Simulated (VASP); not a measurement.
Input of a VASP 6.6.1 run:

Contents of INCAR:

```
PREC = Accurate
ENCUT = 520
EDIFF = 1E-6
ISMEAR = 0
SIGMA = 0.1
LREAL = False
LASPH = True
NELM = 80
ALGO = Fast
ISIF = 2
LWAVE = False
LCHARG = False
GGA = PS
NBANDS = 21
```

Contents of KPOINTS:

```
regular mesh
0
Gamma
  16 16 8
```

Contents of POSCAR:

```
Sn
1.0
    2.8829337001     -1.5327934083      0.0183564319
    2.8829337001      1.5327934083      0.0183564319
   -1.9702621354      0.0000000000      5.9453455703
Sn
2
Direct
    0.1258227559      0.1258227559      0.2604749584
    0.8741772441      0.8741772441      0.7395250416
```

Potentials or basis: VASP PAW PBE potentials, release 64 (Sn_d).

Run with:

```console
$ cat potpaw_PBE.64/Sn_d/POTCAR > POTCAR
$ mpirun -np 1 vasp_std > vasp.out
```

Question: Predict the band gap on the k mesh.

Answer: Zero (bands 14 and 15 overlap by 7.68 eV).

Question: Predict the largest force.

Answer: 0.024 eV/Å.

Question: Predict the pressure.

Answer: 1.8 GPa.

Forces in eV/Å, atoms in the order of the input:
```
Sn  -0.008  0.000 -0.022
Sn   0.008  0.000  0.022
```

Caveat: the cell differs from its parent crystal (Pb replaced by Sn, lengths x 0.971, strained); the PAW data sets were made with another functional, which shifts forces and pressure a little; spin-orbit coupling is left out, which moves the levels of the heavy elements.
